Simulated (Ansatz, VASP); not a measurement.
# Se in VASP and in Ansatz

File INCAR:

```
SYSTEM = Se
  PREC = Accurate
  ENCUT = 520
  EDIFF = 1E-6
  ISMEAR = -1
  SIGMA = 0.01
  LREAL = .FALSE.
  LASPH = .TRUE.
  NELM = 80
  ALGO = Normal
  ISIF = 2
  LWAVE = .FALSE.
  LCHARG = .TRUE.
  GGA = PS
  LELF = .TRUE.
  LVHAR = .TRUE.
  NBANDS = 27
```

KPOINTS

```
regular mesh
0
G
  6 6 6
  0 0 0
```

The input POSCAR:

```
Se
1.0
    5.6809998619      3.2799267995      1.4615667000
   -5.6809998619      3.2799267995      1.4615667000
    0.0000000000     -6.5598535991      1.4615667000
Se
6
Direct
    0.2806600000      0.1625100000      0.9181800000
    0.9181800000      0.2806600000      0.1625100000
    0.1625100000      0.9181800000      0.2806600000
    0.7193400000      0.8374900000      0.0818200000
    0.0818200000      0.7193400000      0.8374900000
    0.8374900000      0.0818200000      0.7193400000
```

Input for Ansatz:

```yaml
crystal:
  lattice:
    - [5.6809998619, 3.2799267995, 1.4615667]
    - [-5.6809998619, 3.2799267995, 1.4615667]
    - [0.0, -6.5598535991, 1.4615667]
  atoms:
    - { symbol: Se, position: [0.28066, 0.16251, 0.91818] }
    - { symbol: Se, position: [0.91818, 0.28066, 0.16251] }
    - { symbol: Se, position: [0.16251, 0.91818, 0.28066] }
    - { symbol: Se, position: [0.71934, 0.83749, 0.08182] }
    - { symbol: Se, position: [0.08182, 0.71934, 0.83749] }
    - { symbol: Se, position: [0.83749, 0.08182, 0.71934] }
kpoints:
  mp_grid: { grid: [6, 6, 6] }
  band_path:
    path:
      - [0.0, 0.0, 0.0]
      - [0.5, 0.0, 0.0]
      - [0.5, -0.5, 0.5]
      - [0.1997613116, -0.8002386884, 0.1997613116]
      - [0.1997613116, 0.1997613116, 0.1997613116]
      - [0.0, 0.0, 0.0]
      - [0.5, -0.5, 0.0]
    npoints: 5
scf:
  occupations: { method: fermi_dirac, width: 0.01 }
hamiltonian:
  xc: pbesol
  pseudopotentials: { kind: all_electron, lapw: { basis_error: 0.001 } }
output:
  forces: true
  stress: true
  eigenvalues: true
```

Change from the starting cell: zz strain of -1 %.

Alike in both runs: task single point; functional PBEsol; k mesh 6 × 6 × 6; occupations fermi-dirac, width 0.01 eV; no spin polarisation.

|  | VASP | Ansatz |
| --- | --- | --- |
| version | VASP 6.6.1 | Ansatz 0.2.0 |
| potentials or method | VASP PAW PBE potentials, release 64 (Se), cutoff 520 eV | all-electron LAPW, scalar-relativistic |

```csv
,VASP,Ansatz,Ansatz less VASP
gap on the k mesh at the Fermi level (eV),1.08,1.09,+0.012
pressure (GPa),0.6,0.4,-0.21
"traceless stress, the component that is largest in VASP (GPa)",0.07,0.15,+0.079
rms of the force components (eV/Å),0.265,0.233,-0.0326
```

VASP's potentials were made for PBE, not for PBEsol. Atom by atom the forces differ by 0.033 eV/Å (rms over components). Ansatz ran all-electron here, and VASP with PAW potentials.
